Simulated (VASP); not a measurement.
# InSb3 in VASP: notebook, part 2 of 2

VASP 6.6.1. Earlier steps stand in the parts before.

## 4. Single point, PBE-based screened hybrid

This run uses another cell than the first one, of 27.76 Å³/atom, 0.943 times its volume.

POSCAR reads:

```
InSb3
1.0
    4.8063670000      0.0000000000      0.0000000000
    0.0000000000      4.8063670000      0.0000000000
    0.0000000000      0.0000000000      4.8063670000
Sb In
3 1
Direct
    0.5000000000      0.5000000000      0.0000000000
    0.0000000000      0.5000000000      0.5000000000
    0.5000000000      0.0000000000      0.5000000000
    0.0000000000      0.0000000000      0.0000000000
```

INCAR.step1 reads:

```
SYSTEM = InSb3
ALGO = Normal
EDIFF = 1E-5
ENCUT = 520
GGA = PE
ISIF = 2
ISMEAR = -1
LASPH = .TRUE.
LCHARG = .FALSE.
LREAL = .FALSE.
LWAVE = .TRUE.
NBANDS = 22
NELM = 100
PREC = Accurate
SIGMA = 0.05
```

INCAR.step2 reads:

```
SYSTEM = InSb3
AEXX = 0.25
ALGO = Normal
EDIFF = 1E-6
ENCUT = 520
GGA = PE
HFSCREEN = 0.2
ISIF = 2
ISMEAR = -1
ISTART = 1
LASPH = .TRUE.
LCHARG = .FALSE.
LHFCALC = .TRUE.
LREAL = .FALSE.
LWAVE = .FALSE.
NBANDS = 22
NELM = 100
PREC = Accurate
PRECFOCK = Normal
SIGMA = 0.05
```

KPOINTS reads:

```
k-points
0
G
  3 3 3
  0 0 0
```

Potentials or basis: VASP PAW PBE potentials, release 64 (Sb, In_d).

Command:

```sh
> cat potpaw_PBE.64/Sb/POTCAR potpaw_PBE.64/In_d/POTCAR > POTCAR
> cp INCAR.step1 INCAR
> mpirun -np 1 vasp_std > vasp.out
> cp INCAR.step2 INCAR
> mpirun -np 1 vasp_std > vasp.out
```

OUTCAR:

```text
SYSTEM = InSb3
   AEXX = 0.25
   EDIFF = 1E-6
   ENCUT = 520
   GGA = PE
   HFSCREEN = 0.2
   ISIF = 2
   ISMEAR = -1
   ISTART = 1
   LASPH = .TRUE.
   LHFCALC = .TRUE.
   LREAL = .FALSE.
   NELM = 100
   PREC = Accurate
   PRECFOCK = Normal

 ion  position               nearest neighbor table
   1  0.500  0.500  0.000-   2 3.40   3 3.40   4 3.40   2 3.40   3 3.40   3 3.40   4 3.40   3 3.40
                             2 3.40   4 3.40   2 3.40   4 3.40
   2  0.000  0.500  0.500-   1 3.40   3 3.40   4 3.40   1 3.40   4 3.40   3 3.40   4 3.40   4 3.40
                             1 3.40   3 3.40   1 3.40   3 3.40
   3  0.500  0.000  0.500-   1 3.40   2 3.40   4 3.40   1 3.40   4 3.40   1 3.40   2 3.40   1 3.40
                             2 3.40   4 3.40   4 3.40   2 3.40
   4  0.000  0.000  0.000-   1 3.40   2 3.40   3 3.40   2 3.40   3 3.40   1 3.40   2 3.40   2 3.40
                             1 3.40   3 3.40   3 3.40   1 3.40

  LATTYP: Found a simple cubic cell.
 ALAT       =     4.8063670000

  Lattice vectors:

 A1 = (   4.8063670000,   0.0000000000,   0.0000000000)
 A2 = (   0.0000000000,   4.8063670000,   0.0000000000)
 A3 = (   0.0000000000,   0.0000000000,   4.8063670000)

Analysis of symmetry for initial positions (statically):
=====================================================================
 Subroutine PRICEL returns:
 Original cell was already a primitive cell.

 Routine SETGRP: Setting up the symmetry group for a
 simple cubic supercell.

 Subroutine GETGRP returns: Found 48 space group operations
 (whereof 48 operations were pure point group operations)
 out of a pool of 48 trial point group operations.

The static configuration has the point symmetry O_h .

Analysis of symmetry for dynamics (positions and initial velocities):
=====================================================================
 Subroutine PRICEL returns:
 Original cell was already a primitive cell.

[... 115 lines left out ...]
   GGA     = PE    functional components
   LHFCALC =     T    Hartree Fock is set to
   PRECFOCK=normal    Normal, Fast or Accurate (Low or Medium for compatibility)
   ENCUT4O =  -1.0   cutoff for four orbital integrals eV
   NKREDX  =     1    reduce k-point grid by
   NKREDY  =     1    reduce k-point grid by
   NKREDZ  =     1    reduce k-point grid by
   AEXX    =    0.2500 exact exchange contribution
   HFSCREEN=    0.2000 screening length (either q_TF or 0.3 A-1)
   HFSCREENC=   0.2000 screening length for correlation (either q_TF or 0.3 A-1)
   ENCUTFOCK=  -1.0 apply spherical cutoff to Coloumb kernel
   IVDW    =     0    specifies the selected vdW correction
   LEPSILON=     F    determine dielectric tensor
   LRPA    =     F    only Hartree local field effects (RPA)
 non-spin polarized calculation
  energy-cutoff  :      520.00
  volume of cell :      111.03
 maximum number of plane-waves:      3007
 NGX is ok and might be reduce to    36
  NGX = 28; NGY = 28; NGZ = 28

 number of electron      28.0000010 magnetization

 Free energy of the ion-electron system (eV)
  ---------------------------------------------------
  ext. energy  EPLUGINS =         0.00000000
  ---------------------------------------------------
  free energy    TOTEN  =       -17.34804973 eV

  energy without entropy =      -17.31975650  energy(sigma->0) =      -17.33390311

 E-fermi :   7.5936     XC(G=0):  -8.3490

 val. band max:        6.9388629915   @ k =   0.3333   0.0000   0.0000
 cond. band min:       7.6282911975   @ k =   0.3333   0.3333   0.0000
 fundamental gap:      0.6894282060
 Fermi energy:         7.5936328252

 k-point     1 :       0.0000    0.0000    0.0000
  band No.  band energies     occupation
      1      -8.8715      2.00000
      2      -8.8715      2.00000
      3      -8.8597      2.00000
      4      -8.8597      2.00000
      5      -8.8597      2.00000
      6      -5.9189      2.00000
[... 89 lines left out ...]
     21      14.1060      0.00000
     22      15.0900      0.00000

------------------------ aborting loop because EDIFF is reached ----------------------------------------

  FORCE on cell =-STRESS in cart. coord.  units (eV):
  Direction    XX          YY          ZZ          XY          YZ          ZX
  --------------------------------------------------------------------------------------
  -------------------------------------------------------------------------------------
  Total       -2.1202823     -2.1202823     -2.1202823      0.0000000      0.0000000      0.0000000
  in kB      -30.5952132    -30.5952132    -30.5952132      0.0000000      0.0000000      0.0000000
  external PRESSURE =     -30.5952132 kB  Pullay stress =       0.0000000 kB

 VOLUME and BASIS-vectors are now :
 -----------------------------------------------------------------------------
  energy-cutoff  :      520.00
  volume of cell :      111.03
      direct lattice vectors                 reciprocal lattice vectors
     4.806367000  0.000000000  0.000000000     0.208057354  0.000000000  0.000000000
     0.000000000  4.806367000  0.000000000     0.000000000  0.208057354  0.000000000
     0.000000000  0.000000000  4.806367000     0.000000000  0.000000000  0.208057354

 POSITION                                       TOTAL-FORCE (eV/Angst)
 -----------------------------------------------------------------------------------
      2.40318      2.40318      0.00000         0.000000      0.000000      0.000000
      0.00000      2.40318      2.40318         0.000000      0.000000      0.000000
      2.40318      0.00000      2.40318         0.000000      0.000000      0.000000
      0.00000      0.00000      0.00000         0.000000      0.000000      0.000000
 -----------------------------------------------------------------------------------
    total drift:                               -0.000002      0.000015      0.000002

  FREE ENERGIE OF THE ION-ELECTRON SYSTEM (eV)
  ---------------------------------------------------
  free  energy   TOTEN  =       -17.3480497267 eV

  energy  without entropy=      -17.3197564961  energy(sigma->0) =      -17.33390311
```

OUTCAR.step1:

```text
SYSTEM = InSb3
   EDIFF = 1E-5
   ENCUT = 520
   GGA = PE
   ISIF = 2
[... 310 lines left out ...]
      2.40318      2.40318      0.00000         0.000000      0.000000      0.000000
      0.00000      2.40318      2.40318         0.000000      0.000000      0.000000
      2.40318      0.00000      2.40318         0.000000      0.000000      0.000000
      0.00000      0.00000      0.00000         0.000000      0.000000      0.000000
 -----------------------------------------------------------------------------------
    total drift:                                0.000000     -0.000000     -0.000000

  FREE ENERGIE OF THE ION-ELECTRON SYSTEM (eV)
  ---------------------------------------------------
  free  energy   TOTEN  =       -14.4220082971 eV

  energy  without entropy=      -14.3936899442  energy(sigma->0) =      -14.40784912
```

OSZICAR.step1:

```text
N       E                     dE             d eps       ncg     rms          rms(c)
DAV:   1     0.191924709497E+03    0.19192E+03   -0.10885E+04   176   0.116E+03
DAV:   2     0.161576459384E+01   -0.19031E+03   -0.18259E+03   194   0.295E+02
DAV:   3    -0.139041777618E+02   -0.15520E+02   -0.14750E+02   242   0.825E+01
DAV:   4    -0.144407286845E+02   -0.53655E+00   -0.53562E+00   218   0.164E+01
DAV:   5    -0.144673353809E+02   -0.26607E-01   -0.26606E-01   248   0.374E+00    0.344E+00
DAV:   6    -0.144339991734E+02    0.33336E-01   -0.47785E-02   234   0.256E+00    0.191E+00
DAV:   7    -0.144221961788E+02    0.11803E-01   -0.32703E-02   230   0.158E+00    0.162E-01
DAV:   8    -0.144219881966E+02    0.20798E-03   -0.27009E-03   218   0.580E-01    0.479E-02
DAV:   9    -0.144220055067E+02   -0.17310E-04   -0.11214E-04   232   0.820E-02    0.318E-02
DAV:  10    -0.144220082971E+02   -0.27904E-05   -0.71420E-06   136   0.206E-02
   1 F= -.14422008E+02 E0= -.14407849E+02  d E =-.283184E-01
```

It took 6.3 min on 1 thread of Intel Xeon Platinum 8488C (Sapphire Rapids), shared host; peak memory 0.32 GiB.

Results:

- Free energy: -17.3480 eV
- Pressure: -3.1 GPa
- Band gap on the k mesh: zero (band 14 reaches 8.93 eV, above the bottom of band 15 at 6.94 eV)

Caveat: the k points lie up to 0.44 Å⁻¹ apart; the PAW data sets were made with another functional, which shifts forces and pressure a little; spin-orbit coupling is left out, which moves the levels of the heavy elements.

## 5. The runs side by side

```csv
level,cell,k mesh,grid for exact exchange (PRECFOCK),share of exact exchange,screening parameter,gap on the mesh (eV),pressure (GPa)
PBE,"a = 4.901 Å, 4 atoms",6 × 6 × 6,-,-,-,none,-2.5
PBE,"a = 4.806 Å, 4 atoms",6 × 6 × 6,-,-,-,none,0.2
PBE-based screened hybrid,"a = 4.806 Å, 4 atoms",3 × 3 × 3,Normal,0.25,0.2 1/Å,none,-3.1
```

Some of these runs hold the atoms at other places in the same cell, which the table doesn't show; runs alike in all that it shows share one row.

Alike in all rows: task single point; potentials or basis VASP PAW PBE potentials, release 64 (Sb, In_d); no spin polarisation; cutoff (eV) 520; smearing fermi-dirac 0.05 eV.

Caveats: some runs use coarse meshes; spin-orbit coupling is left out, which moves the levels of the heavy elements; the PAW data sets were made with another functional, which shifts forces and pressure a little (some runs).

Absolute energies hang on the potentials; compare differences alone.
